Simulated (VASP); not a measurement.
# CdS (I4mm) in VASP: a series of runs

Runs on CdS. Level: r2SCAN. Tasks: single point.

All numbers are computed with VASP 6.6.1; they aren't measurements. Logs are shortened: lines on timing, memory, paths and dates and some standing lists are left out, and cuts for length are marked.

**1. The cell of the first run**

Symmetry: I4mm, No. 107, tetragonal system. Conventional cell: a = 3.792 Å, b = 3.792 Å, c = 5.363 Å, α = 90.00°, β = 90.00°, γ = 90.00°. Within 3.2 Å of Cd (site symmetry 4mm) lie 6 S at 2.42 to 2.94 Å. S (site symmetry 4mm) has 6 Cd at 2.42 to 2.94 Å within 3.2 Å.

**2. Single point, r2SCAN**

POSCAR reads:

```
CdS
1.0
    0.0000000000      2.6813668913      2.6813668913
    2.6813668913      0.0000000000      2.6813668913
    2.6813668913      2.6813668913      0.0000000000
Cd S
1 1
Direct
   -0.0106154634      0.0106154634      0.0106154634
    0.5372216687      0.4627783313      0.4627783313
```

INCAR.step1 reads:

```
  ALGO = Normal
  EDIFF = 1E-4
  ENCUT = 520
  GGA = PE
  ISMEAR = 0
  LASPH = T
  LCHARG = F
  LREAL = F
  LWAVE = T
  NBANDS = 16
  NELM = 80
  PREC = Accurate
  SIGMA = 0.05
```

INCAR.step2 reads:

```
  ALGO = Normal
  EDIFF = 1E-6
  ENCUT = 520
  ISIF = 2
  ISMEAR = 0
  ISTART = 1
  LASPH = T
  LCHARG = F
  LMIXTAU = T
  LREAL = F
  LWAVE = F
  METAGGA = R2SCAN
  NBANDS = 16
  NELM = 80
  PREC = Accurate
  SIGMA = 0.05
```

KPOINTS reads:

```
k-points
0
Gamma
  8 8 8
```

Potentials or basis: VASP PAW PBE potentials, release 64 (Cd, S).

The run is started by

```
$ cat potpaw_PBE.64/Cd/POTCAR potpaw_PBE.64/S/POTCAR > POTCAR
$ cp INCAR.step1 INCAR
$ mpirun -np 1 vasp_std > vasp.out
$ cp INCAR.step2 INCAR
$ mpirun -np 1 vasp_std > vasp.out
```

OUTCAR:

```text
EDIFF = 1E-6
   ENCUT = 520
   ISIF = 2
   ISMEAR = 0
   ISTART = 1
   LASPH = T
   LREAL = F
   METAGGA = R2SCAN
   NELM = 80
   PREC = Accurate

 ion  position               nearest neighbor table
   1  0.989  0.011  0.011-   2 2.42   2 2.69   2 2.69   2 2.69   2 2.69   2 2.94
   2  0.537  0.463  0.463-   1 2.42   1 2.69   1 2.69   1 2.69   1 2.69   1 2.94

  LATTYP: Found a face centered cubic cell.
 ALAT       =     5.3627337826

  Lattice vectors:

 A1 = (   0.0000000000,   2.6813668913,   2.6813668913)
 A2 = (   2.6813668913,   0.0000000000,   2.6813668913)
 A3 = (   2.6813668913,   2.6813668913,   0.0000000000)

Analysis of symmetry for initial positions (statically):
=====================================================================
 Subroutine PRICEL returns:
 Original cell was already a primitive cell.

 Routine SETGRP: Setting up the symmetry group for a
 face centered cubic supercell.

 Subroutine GETGRP returns: Found  8 space group operations
 (whereof  8 operations were pure point group operations)
 out of a pool of 48 trial point group operations.

The static configuration has the point symmetry C_4v.

Analysis of symmetry for dynamics (positions and initial velocities):
=====================================================================
 Subroutine PRICEL returns:
 Original cell was already a primitive cell.

 Routine SETGRP: Setting up the symmetry group for a
 face centered cubic supercell.

 Subroutine GETGRP returns: Found  8 space group operations
 (whereof  8 operations were pure point group operations)
 out of a pool of 48 trial point group operations.

The dynamic configuration has the point symmetry C_4v.

 Subroutine INISYM returns: Found  8 space group operations
 (whereof  8 operations are pure point group operations),
 and found     1 'primitive' translations

----------------------------------------------------------------------------------------

                                     Primitive cell

  volume of cell :      38.5566

  direct lattice vectors                    reciprocal lattice vectors
     0.000000000  2.681366891  2.681366891    -0.186472057  0.186472057  0.186472057
     2.681366891  0.000000000  2.681366891     0.186472057 -0.186472057  0.186472057
     2.681366891  2.681366891  0.000000000     0.186472057  0.186472057 -0.186472057

  length of vectors
     3.792025423  3.792025423  3.792025423     0.322979077  0.322979077  0.322979077

  position of ions in fractional coordinates (direct lattice)
[... 74 lines left out ...]
   LNONCOLLINEAR =      F non collinear calculations
   LSORBIT =      F    spin-orbit coupling
   LASPH  =      T    aspherical Exc in radial PAW
   ENCUT  =  520.0 eV  38.22 Ry    6.18 a.u.   7.05  7.05  7.05*2*pi/ulx,y,z
   NELM   =     80;   NELMIN=  2; NELMDL=  0     # of ELM steps
   EDIFF  = 0.1E-05   stopping-criterion for ELM
   LREAL  =      F    real-space projection
   EDIFFG = 0.1E-04   stopping-criterion for IOM
   NSW    =      0    number of steps for IOM
   IBRION =     -1    ionic relax: 0-MD 1-quasi-New 2-CG
   NFREE  =      0    steps in history (QN), initial steepest desc. (CG)
   ISIF   =      2    stress and relaxation
   ISYM   =      2    0-nonsym 1-usesym 2-fastsym
   POTIM  = 0.5000    time-step for ionic-motion
   TEBEG  =    0.0;   TEEND  =   0.0 temperature during run
   PSTRESS=    0.0 pullay stress
   NELECT =      18.0000    total number of electrons
   NUPDOWN=      -1.0000    fix difference up-down
   EMIN   =  10.00;   EMAX   =-10.00  energy-range for DOS
   EFERMI =   0.00;   METHOD = LEGACY
   ISMEAR =     0;   SIGMA  =   0.05  broadening in eV -4-tet -1-fermi 0-gaus
   EFERMI_NEDOS =   21; number of points for ismear=-14 and -15
   IALGO  =     38    algorithm
   IMIX   =      4    mixing-type and parameters
     AMIX     =   0.40;   BMIX     =  1.00
     AMIX_MAG =   1.60;   BMIX_MAG =  1.00
  volume/ion in A,a.u.               =      19.28       130.10
  Fermi-wavevector in a.u.,A,eV,Ry     =   1.269987  2.399928 21.944403  1.612868
  Thomas-Fermi vector in A             =   2.402999
   LORBIT       =      0    0 simple, 1 ext, 2 COOP (PROOUT), +10 PAW based schemes
   METAGGA = R2SCAN    functional components
   LHFCALC =     F    Hartree Fock is set to
   AEXX    =    0.0000 exact exchange contribution
   IVDW    =     0    specifies the selected vdW correction
   LEPSILON=     F    determine dielectric tensor
   LRPA    =     F    only Hartree local field effects (RPA)
 non-spin polarized calculation
 Gauss-broadening in eV      SIGMA  =   0.05
  energy-cutoff  :      520.00
  volume of cell :       38.56
 maximum number of plane-waves:      1056
   NGX = 15   NGY = 15   NGZ = 15

 number of electron      17.9999997 magnetization

 Free energy of the ion-electron system (eV)
  ---------------------------------------------------
  ext. energy  EPLUGINS =         0.00000000
  ---------------------------------------------------
  free energy    TOTEN  =       -29.37792889 eV

  energy without entropy =      -29.37792889  energy(sigma->0) =      -29.37792889

 E-fermi :   3.5295     XC(G=0): -11.2624

 val. band max:        3.2213387908   @ k =   0.0000  -0.2500   0.1250
 cond. band min:       4.0745301265   @ k =   0.5000   0.5000   0.0000
 fundamental gap:      0.8531913357
 Fermi energy:         3.5295452305

 k-point     1 :       0.0000    0.0000    0.0000
  band No.  band energies     occupation
      1     -10.5060      2.00000
      2      -4.8792      2.00000
      3      -4.7691      2.00000
      4      -4.7691      2.00000
      5      -4.6987      2.00000
      6      -4.6977      2.00000
[... 433 lines left out ...]
      3      -4.8439      2.00000
      4      -4.6939      2.00000
      5      -4.4573      2.00000
      6      -4.2777      2.00000
[... 8 lines left out ...]
     15      17.6837      0.00000
     16      19.3721      0.00000

 [... further k-points ...]
[... 5 lines left out ...]
  --------------------------------------------------------------------------------------
  -------------------------------------------------------------------------------------
  Total        3.3226224      1.1259110      1.1259110     -0.0000000     -0.0000000     -0.0000000
  in kB      138.0679418     46.7859988     46.7859988     -0.0000000     -0.0000000     -0.0000000
  external PRESSURE =      77.2133131 kB  Pullay stress =       0.0000000 kB

 VOLUME and BASIS-vectors are now :
 -----------------------------------------------------------------------------
  energy-cutoff  :      520.00
  volume of cell :       38.56
      direct lattice vectors                 reciprocal lattice vectors
     0.000000000  2.681366891  2.681366891    -0.186472057  0.186472057  0.186472057
     2.681366891  0.000000000  2.681366891     0.186472057 -0.186472057  0.186472057
     2.681366891  2.681366891  0.000000000     0.186472057  0.186472057 -0.186472057

 POSITION                                       TOTAL-FORCE (eV/Angst)
 -----------------------------------------------------------------------------------
      0.05693      2.68137      2.68137        -1.043517      0.000000      0.000000
      2.48176      2.68137      2.68137         1.043517      0.000000      0.000000
 -----------------------------------------------------------------------------------
    total drift:                                0.000641     -0.000006     -0.000006

  FREE ENERGIE OF THE ION-ELECTRON SYSTEM (eV)
  ---------------------------------------------------
  free  energy   TOTEN  =       -29.3779288891 eV

  energy  without entropy=      -29.3779288891  energy(sigma->0) =      -29.37792889
```

OUTCAR.step1:

```text
EDIFF = 1E-4
   ENCUT = 520
   GGA = PE
   ISMEAR = 0
   LASPH = T
[... 676 lines left out ...]
 -----------------------------------------------------------------------------------
      0.05693      2.68137      2.68137        -1.005888      0.000000      0.000000
      2.48176      2.68137      2.68137         1.005888      0.000000      0.000000
 -----------------------------------------------------------------------------------
    total drift:                               -0.001365      0.000000      0.000000

  FREE ENERGIE OF THE ION-ELECTRON SYSTEM (eV)
  ---------------------------------------------------
  free  energy   TOTEN  =        -5.7072794490 eV

  energy  without entropy=       -5.7072794487  energy(sigma->0) =       -5.70727945
```

OSZICAR.step1:

```text
N       E                     dE             d eps       ncg     rms          rms(c)
DAV:   1     0.108998242664E+03    0.10900E+03   -0.93978E+03  1944   0.106E+03
DAV:   2    -0.248649290017E+01   -0.11148E+03   -0.10425E+03  2296   0.260E+02
DAV:   3    -0.626958526191E+01   -0.37831E+01   -0.37771E+01  2384   0.501E+01
DAV:   4    -0.628670518597E+01   -0.17120E-01   -0.17119E-01  2320   0.337E+00
DAV:   5    -0.628685958530E+01   -0.15440E-03   -0.15440E-03  2392   0.309E-01    0.919E+00
DAV:   6    -0.573636006503E+01    0.55050E+00   -0.82423E-01  2528   0.124E+01    0.737E+00
DAV:   7    -0.570801306244E+01    0.28347E-01   -0.21183E-01  2416   0.333E+00    0.356E+00
DAV:   8    -0.570750840132E+01    0.50466E-03   -0.22364E-02  2216   0.191E+00    0.413E-01
DAV:   9    -0.570725786995E+01    0.25053E-03   -0.19926E-03  2392   0.696E-01    0.687E-02
DAV:  10    -0.570727944903E+01   -0.21579E-04   -0.20410E-04  1968   0.166E-01
   1 F= -.57072794E+01 E0= -.57072794E+01  d E =-.325817E-09
```

Run time: 59 s. Hardware: 1 thread of Intel Xeon 6975P-C (Granite Rapids), shared host; peak memory 0.19 GiB.

What came out:

* Free energy: -29.3779 eV
* Pressure: 7.7 GPa
* Largest force: 1.044 eV/Å
* Band gap on the k mesh: 0.85 eV, indirect (least direct gap 2.61 eV)

Forces in eV/Å, atoms in the order of the input:
```
Cd  -1.044  0.000  0.000
S    1.044  0.000  0.000
```

Caveat: the PAW data sets were made with another functional, which shifts forces and pressure a little.

**3. Single point, r2SCAN**

POSCAR reads:

```
CdS
1.0
    0.0000000000      2.6813668913      2.6813668913
    2.6813668913      0.0000000000      2.6813668913
    2.6813668913      2.6813668913      0.0000000000
Cd S
1 1
Direct
   -0.0084923707      0.0084923707      0.0084923707
    0.5297773349      0.4702226651      0.4702226651
```

INCAR.step1 reads:

```
PREC = Accurate ; ENCUT = 520
ISMEAR = 0 ; SIGMA = 0.05
LREAL = F ; LASPH = T
NELM = 80 ; NBANDS = 16
GGA = PE ; ALGO = Normal
EDIFF = 1E-4 ; LWAVE = T
LCHARG = F
```

INCAR.step2 reads:

```
PREC = Accurate ; ENCUT = 520
EDIFF = 1E-6 ; ISMEAR = 0
SIGMA = 0.05 ; LREAL = F
LASPH = T ; NELM = 80
ALGO = Normal ; ISIF = 2
LWAVE = F ; LCHARG = F
METAGGA = R2SCAN ; LMIXTAU = T
NBANDS = 16 ; ISTART = 1
```

KPOINTS reads:

```
regular mesh
0
Gamma
  8 8 8
```

Potentials or basis: VASP PAW PBE potentials, release 64 (Cd, S).

The run is started by

```
$ cat potpaw_PBE.64/Cd/POTCAR potpaw_PBE.64/S/POTCAR > POTCAR
$ cp INCAR.step1 INCAR
$ mpirun -np 1 vasp_std > vasp.out
$ cp INCAR.step2 INCAR
$ mpirun -np 1 vasp_std > vasp.out
```

It took 62 s on 1 thread of Intel Xeon 6975P-C (Granite Rapids), shared host; peak memory 0.19 GiB.

It converged, with:

```
Free energy            : -29.4232 eV
Pressure               : 6.8 GPa
Largest force          : 0.735 eV/Å
Band gap on the k mesh : 0.82 eV, indirect (least direct gap 2.66 eV)
```

Forces on the atoms (eV/Å):
```
Cd  -0.735  0.000  0.000
S    0.735  0.000  0.000
```

Stress tensor (GPa, compression positive):
```
10.65  0.00  0.00
 0.00  4.88  0.00
 0.00  0.00  4.88
```

Levels at points of the mesh, in eV from the valence-band top:
```tsv
k point	band 6	band 7	band 8	band 9	band 10	band 11	band 12	band 13
(0.00, 0.00, 0.00)	-7.93	-0.78	-0.78	-0.77	1.89	9.59	9.59	9.69
(0.50, 0.00, 0.00)	-7.71	-5.14	-0.05	0.00	4.12	6.49	6.60	8.08
(0.50, 0.50, 0.00)	-6.78	-4.68	-2.37	-2.29	0.82	6.24	11.20	12.84
(0.00, 0.50, 0.50)	-6.79	-4.76	-2.39	-2.39	0.85	6.39	11.31	12.76
```

Caveat: the PAW data sets were made with another functional, which shifts forces and pressure a little. r2SCAN opens gaps a little over a GGA but as a rule still falls short of measured ones.

(Continued in part 2 of 2.)
